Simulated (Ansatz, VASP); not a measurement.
## Two plane-wave programs on Pb

```
Pb
1.0
     0.00000    2.52356    2.52356
     2.52356    0.00000    2.52356
     2.52356    2.52356    0.00000
Pb
1
Direct
  0.00000 0.00000 0.00000
```

Alike in both runs: task single point; functional SVWN5; k mesh 9 × 9 × 9; occupations fermi-dirac, width 0.05 eV; no spin polarisation.

```csv
,VASP,Ansatz
version,VASP 6.6.1,Ansatz 0.2.0
potentials or method,"VASP PAW PBE potentials, release 64 (Pb_d)",Ansatz PAW
plane-wave cutoff (eV),520,420
valence electrons in the cell,14,14
```

|  | VASP | Ansatz | Ansatz less VASP |
| --- | --- | --- | --- |
| gap on the k mesh at the Fermi level (eV) | none | none | - |
| pressure (GPa) | -4.3 | -4.3 | +0.04 |

VASP's potentials were made for PBE, not for SVWN5. A gap of «none» marks a metal or a gap that the smearing closes. With one functional, cell and mesh, what is left measures potentials, basis and numerics.

Spin-orbit coupling is off throughout.
